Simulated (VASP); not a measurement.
# ZrSiO (P4/nmm) in VASP: a series of runs

The runs below take ZrSiO through single point, with PBE.

All numbers are computed with VASP 6.6.1; they aren't measurements. Logs are shortened: lines on timing, memory, paths and dates and some standing lists are left out, and cuts for length are marked.

## 1. The cell of the first run

The structure is tetragonal, space group P4/nmm (No. 129). Conventional cell: a = 3.320 Å, b = 3.320 Å, c = 7.352 Å, α = 90.00°, β = 90.00°, γ = 90.00°. Zr (site symmetry 4mm) has 5 O at 2.23 to 2.42 Å and 4 Si at 2.81 Å within 2.9 Å. Si (site symmetry -4m2) has 4 Si at 2.35 Å and 4 Zr at 2.81 Å within 3.1 Å. Within 2.9 Å of O (site symmetry 4mm) lie 5 Zr at 2.23 to 2.42 Å and 4 O at 2.86 Å.

## 2. Single point, PBE

Contents of INCAR:

```
ALGO = Normal ; EDIFF = 1E-6
ENCUT = 520 ; GGA = PE
ISIF = 2 ; ISMEAR = -1
LASPH = T ; LCHARG = T
LELF = T ; LREAL = F
LVHAR = T ; LWAVE = F
NBANDS = 31 ; NELM = 80
PREC = Accurate ; SIGMA = 0.05
```

Contents of KPOINTS:

```
k-points
0
Gamma
  8 8 4
```

Contents of POSCAR:

```
ZrSiO
1.0
    3.3199900000      0.0000000000      0.0000000000
    0.0000000000      3.3199900000      0.0000000000
    0.0000000000      0.0000000000      7.3518450000
Zr Si O
2 2 2
Direct
    0.5000000000      0.0000000000      0.3084100000
    0.0000000000      0.5000000000      0.6915900000
    0.0000000000      0.0000000000      0.0000000000
    0.5000000000      0.5000000000      0.0000000000
    0.5000000000      0.0000000000      0.6112940000
    0.0000000000      0.5000000000      0.3887060000
```

Potentials or basis: VASP PAW PBE potentials, release 64 (Zr_sv, Si, O).

On the command line:

```
> cat potpaw_PBE.64/Zr_sv/POTCAR potpaw_PBE.64/Si/POTCAR potpaw_PBE.64/O/POTCAR > POTCAR
> mpirun -np 1 vasp_std > vasp.out
```

OUTCAR:

```text
EDIFF = 1E-6
   ENCUT = 520
   GGA = PE
   ISIF = 2
   ISMEAR = -1
   LASPH = T
   LREAL = F
   NELM = 80
   PREC = Accurate

 ion  position               nearest neighbor table
   1  0.500  0.000  0.308-   5 2.23   6 2.42   6 2.42   6 2.42   6 2.42   3 2.81   3 2.81   4 2.81
                             4 2.81   2 3.67   2 3.67   2 3.67   2 3.67
   2  0.000  0.500  0.692-   6 2.23   5 2.42   5 2.42   5 2.42   5 2.42   3 2.81   4 2.81   4 2.81
                             3 2.81   1 3.67   1 3.67   1 3.67   1 3.67
   3  0.000  0.000  0.000-   4 2.35   4 2.35   4 2.35   4 2.35   2 2.81   1 2.81   1 2.81   2 2.81

   4  0.500  0.500  0.000-   3 2.35   3 2.35   3 2.35   3 2.35   2 2.81   2 2.81   1 2.81   1 2.81

   5  0.500  0.000  0.611-   1 2.23   2 2.42   2 2.42   2 2.42   2 2.42
   6  0.000  0.500  0.389-   2 2.23   1 2.42   1 2.42   1 2.42   1 2.42

  LATTYP: Found a simple tetragonal cell.
 ALAT       =     3.3199900000
 C/A-ratio  =     2.2144178145

  Lattice vectors:

 A1 = (   3.3199900000,   0.0000000000,   0.0000000000)
 A2 = (   0.0000000000,   3.3199900000,   0.0000000000)
 A3 = (   0.0000000000,   0.0000000000,   7.3518450000)

Analysis of symmetry for initial positions (statically):
=====================================================================
 Subroutine PRICEL returns:
 Original cell was already a primitive cell.

 Routine SETGRP: Setting up the symmetry group for a
 simple tetragonal supercell.

 Subroutine GETGRP returns: Found 16 space group operations
 (whereof  8 operations were pure point group operations)
 out of a pool of 16 trial point group operations.

The static configuration has the point symmetry D_2d.
 The point group associated with its full space group is D_4h.

Analysis of symmetry for dynamics (positions and initial velocities):
=====================================================================
 Subroutine PRICEL returns:
 Original cell was already a primitive cell.

 Routine SETGRP: Setting up the symmetry group for a
 simple tetragonal supercell.

 Subroutine GETGRP returns: Found 16 space group operations
 (whereof  8 operations were pure point group operations)
 out of a pool of 16 trial point group operations.

The dynamic configuration has the point symmetry D_2d.
 The point group associated with its full space group is D_4h.

 Subroutine INISYM returns: Found 16 space group operations
 (whereof  8 operations are pure point group operations),
 and found     1 'primitive' translations

----------------------------------------------------------------------------------------

                                     Primitive cell

  volume of cell :      81.0345

  direct lattice vectors                    reciprocal lattice vectors
     3.319990000  0.000000000  0.000000000     0.301205727  0.000000000  0.000000000
     0.000000000  3.319990000  0.000000000     0.000000000  0.301205727  0.000000000
     0.000000000  0.000000000  7.351845000     0.000000000  0.000000000  0.136020278

  length of vectors
     3.319990000  3.319990000  7.351845000     0.301205727  0.301205727  0.136020278

  position of ions in fractional coordinates (direct lattice)
     0.500000000  0.000000000  0.308410000
     0.000000000  0.500000000  0.691590000
     0.000000000  0.000000000  0.000000000
     0.500000000  0.500000000  0.000000000
     0.500000000  0.000000000  0.611294000
     0.000000000  0.500000000  0.388706000

  ion indices of the primitive-cell ions
   primitive index   ion index
                 1           1
                 2           2
                 3           3
                 4           4
                 5           5
                 6           6

----------------------------------------------------------------------------------------

 KPOINTS: k-points

Automatic generation of k-mesh.
 Grid dimensions read from file:
 generate k-points for:    8    8    4

 Generating k-lattice:

  Cartesian coordinates                     Fractional coordinates (reciprocal lattice)
     0.037650716  0.000000000  0.000000000     0.125000000  0.000000000  0.000000000
     0.000000000  0.037650716  0.000000000     0.000000000  0.125000000  0.000000000
     0.000000000  0.000000000  0.034005069     0.000000000  0.000000000  0.250000000

  Length of vectors
     0.037650716  0.037650716  0.034005069

  Shift w.r.t. Gamma in fractional coordinates (k-lattice)
     0.000000000  0.000000000  0.000000000

 Subroutine IBZKPT returns following result:
 ===========================================

 Found     45 irreducible k-points:

 Following reciprocal coordinates:
            Coordinates               Weight
  0.000000  0.000000  0.000000      1.000000
  0.125000  0.000000  0.000000      4.000000
  0.250000  0.000000  0.000000      4.000000
  0.375000  0.000000  0.000000      4.000000
  0.500000  0.000000  0.000000      2.000000
  0.125000  0.125000  0.000000      4.000000
[... 16 lines left out ...]
  0.375000  0.125000  0.250000     16.000000
  0.500000  0.125000  0.250000      8.000000
 [... further k-points ...]
   k-points           NKPTS =     45   k-points in BZ     NKDIM =     45   number of bands    NBANDS=     31
   number of dos      NEDOS =    301   number of ions     NIONS =      6
   total plane-waves  NPLWV =  43904
   dimension x,y,z NGX =    28 NGY =   28 NGZ =   56
   dimension x,y,z NGXF=    56 NGYF=   56 NGZF=  112
   ions per type =               2   2   2
   NGX,Y,Z   is equivalent  to a cutoff of  14.02, 14.02, 12.66 a.u.
   NGXF,Y,Z  is equivalent  to a cutoff of  28.04, 28.04, 25.33 a.u.
 SYSTEM =  unknown system
   PREC   = accura    normal or accurate (medium, high low for compatibility)
   ISTART =      0    job   : 0-new  1-cont  2-samecut
   ICHARG =      2    charge: 1-file 2-atom 10-const
   ISPIN  =      1    spin polarized calculation?
   LNONCOLLINEAR =      F non collinear calculations
   LSORBIT =      F    spin-orbit coupling
   LASPH  =      T    aspherical Exc in radial PAW
   ENCUT  =  520.0 eV  38.22 Ry    6.18 a.u.   6.17  6.17 13.67*2*pi/ulx,y,z
   NELM   =     80;   NELMIN=  2; NELMDL= -5     # of ELM steps
   EDIFF  = 0.1E-05   stopping-criterion for ELM
   LREAL  =      F    real-space projection
   EDIFFG = 0.1E-04   stopping-criterion for IOM
   NSW    =      0    number of steps for IOM
   IBRION =     -1    ionic relax: 0-MD 1-quasi-New 2-CG
   NFREE  =      0    steps in history (QN), initial steepest desc. (CG)
   ISIF   =      2    stress and relaxation
   ISYM   =      2    0-nonsym 1-usesym 2-fastsym
   POTIM  = 0.5000    time-step for ionic-motion
   TEBEG  =    0.0;   TEEND  =   0.0 temperature during run
   PSTRESS=    0.0 pullay stress
   NELECT =      44.0000    total number of electrons
   NUPDOWN=      -1.0000    fix difference up-down
   EMIN   =  10.00;   EMAX   =-10.00  energy-range for DOS
   EFERMI =   0.00;   METHOD = LEGACY
   ISMEAR =    -1;   SIGMA  =   0.05  broadening in eV -4-tet -1-fermi 0-gaus
   EFERMI_NEDOS =   21; number of points for ismear=-14 and -15
   IALGO  =     38    algorithm
   IMIX   =      4    mixing-type and parameters
     AMIX     =   0.40;   BMIX     =  1.00
     AMIX_MAG =   1.60;   BMIX_MAG =  1.00
  volume/ion in A,a.u.               =      13.51        91.14
  Fermi-wavevector in a.u.,A,eV,Ry     =   1.335577  2.523875 24.269627  1.783767
  Thomas-Fermi vector in A             =   2.464271
   LORBIT       =      0    0 simple, 1 ext, 2 COOP (PROOUT), +10 PAW based schemes
   GGA     = PE    functional components
   LHFCALC =     F    Hartree Fock is set to
   AEXX    =    0.0000 exact exchange contribution
   IVDW    =     0    specifies the selected vdW correction
   LEPSILON=     F    determine dielectric tensor
   LRPA    =     F    only Hartree local field effects (RPA)
 non-spin polarized calculation
  energy-cutoff  :      520.00
  volume of cell :       81.03
 maximum number of plane-waves:      2216
 NGX is ok and might be reduce to    28
   NGX = 13   NGY = 13   NGZ = 27

 number of electron      44.0000005 magnetization

 Free energy of the ion-electron system (eV)
  ---------------------------------------------------
  ext. energy  EPLUGINS =         0.00000000
  ---------------------------------------------------
  free energy    TOTEN  =       -48.59215984 eV

  energy without entropy =      -48.58512668  energy(sigma->0) =      -48.58864326

 E-fermi :  10.5698     XC(G=0): -11.6449

 val. band max:       10.5255945950   @ k =   0.0000   0.0000   0.0000
 cond. band min:      10.6018686348   @ k =   0.2500   0.1250   0.5000
 fundamental gap:      0.0762740398
 Fermi energy:        10.5698325973

 k-point     1 :       0.0000    0.0000    0.0000
  band No.  band energies     occupation
      1     -39.5892      2.00000
      2     -39.5670      2.00000
      3     -17.8827      2.00000
      4     -17.5868      2.00000
      5     -17.4441      2.00000
      6     -17.4441      2.00000
[... 23 lines left out ...]
     30      13.7133      0.00000
     31      13.7133      0.00000

 k-point     2 :       0.1250    0.0000    0.0000
  band No.  band energies     occupation
      1     -39.5836      2.00000
      2     -39.5631      2.00000
      3     -17.8711      2.00000
      4     -17.6045      2.00000
      5     -17.5000      2.00000
      6     -17.4641      2.00000
[... 23 lines left out ...]
     30      13.5116      0.00000
     31      13.9288      0.00000

 k-point     3 :       0.2500    0.0000    0.0000
  band No.  band energies     occupation
      1     -39.5697      2.00000
      2     -39.5539      2.00000
      3     -17.8586      2.00000
      4     -17.7241      2.00000
      5     -17.6015      2.00000
      6     -17.5575      2.00000
[... 23 lines left out ...]
     30      13.9253      0.00000
     31      14.2212      0.00000

 k-point     4 :       0.3750    0.0000    0.0000
  band No.  band energies     occupation
      1     -39.5545      2.00000
      2     -39.5460      2.00000
      3     -17.9113      2.00000
      4     -17.8813      2.00000
      5     -17.6525      2.00000
      6     -17.5851      2.00000
[... 635 lines left out ...]
     30      13.7975      0.00000
     31      14.7677      0.00000

 k-point    23 :       0.3750    0.1250    0.2500
  band No.  band energies     occupation
      1     -39.5496      2.00000
      2     -39.5418      2.00000
      3     -17.8908      2.00000
      4     -17.8616      2.00000
      5     -17.6439      2.00000
      6     -17.5868      2.00000
[... 23 lines left out ...]
     30      14.0841      0.00000
     31      14.6959      0.00000

 k-point    24 :       0.5000    0.1250    0.2500
  band No.  band energies     occupation
      1     -39.5409      2.00000
      2     -39.5409      2.00000
      3     -17.9296      2.00000
      4     -17.9296      2.00000
      5     -17.6168      2.00000
      6     -17.6168      2.00000
[... 23 lines left out ...]
     30      14.5117      0.00000
     31      14.7232      0.00000

 [... further k-points ...]
[... 5 lines left out ...]
  --------------------------------------------------------------------------------------
  -------------------------------------------------------------------------------------
  Total       -0.6296199     -0.6296199     -1.0663164      0.0000000      0.0000000     -0.0000000
  in kB      -12.4485599    -12.4485599    -21.0827269      0.0000000      0.0000000     -0.0000000
  external PRESSURE =     -15.3266155 kB  Pullay stress =       0.0000000 kB

 VOLUME and BASIS-vectors are now :
 -----------------------------------------------------------------------------
  energy-cutoff  :      520.00
  volume of cell :       81.03
      direct lattice vectors                 reciprocal lattice vectors
     3.319990000  0.000000000  0.000000000     0.301205727  0.000000000  0.000000000
     0.000000000  3.319990000  0.000000000     0.000000000  0.301205727  0.000000000
     0.000000000  0.000000000  7.351845000     0.000000000  0.000000000  0.136020278

 POSITION                                       TOTAL-FORCE (eV/Angst)
 -----------------------------------------------------------------------------------
      1.66000      0.00000      2.26738         0.000000      0.000000      0.113499
      0.00000      1.66000      5.08446         0.000000      0.000000     -0.113499
      0.00000      0.00000      0.00000         0.000000      0.000000      0.000000
      1.66000      1.66000      0.00000        -0.000000      0.000000      0.000000
      1.66000      0.00000      4.49414         0.000000      0.000000     -0.067465
      0.00000      1.66000      2.85771         0.000000      0.000000      0.067465
 -----------------------------------------------------------------------------------
    total drift:                                0.000000      0.000000     -0.000000

  FREE ENERGIE OF THE ION-ELECTRON SYSTEM (eV)
  ---------------------------------------------------
  free  energy   TOTEN  =       -48.5921598437 eV

  energy  without entropy=      -48.5851266808  energy(sigma->0) =      -48.58864326
```

Wall time 2.2 min (1 thread of AMD EPYC 7R43 (Zen 3), shared host); peak memory 0.22 GiB.

Results:

* Free energy: -48.5922 eV
* Pressure: -1.5 GPa
* Largest force: 0.113 eV/Å
* Band gap on the k mesh: zero (band 22 reaches 10.61 eV, above the bottom of band 23 at 10.53 eV)

Forces in eV/Å, atoms in the order of the input:
```
Zr   0.000  0.000  0.113
Zr   0.000  0.000 -0.113
Si   0.000  0.000  0.000
Si   0.000  0.000  0.000
O    0.000  0.000 -0.067
O    0.000  0.000  0.067
```

Stress tensor (GPa, compression positive):
```
-1.24  0.00  0.00
 0.00 -1.24  0.00
 0.00  0.00 -2.11
```

(Part 1 of 2 ends here.)
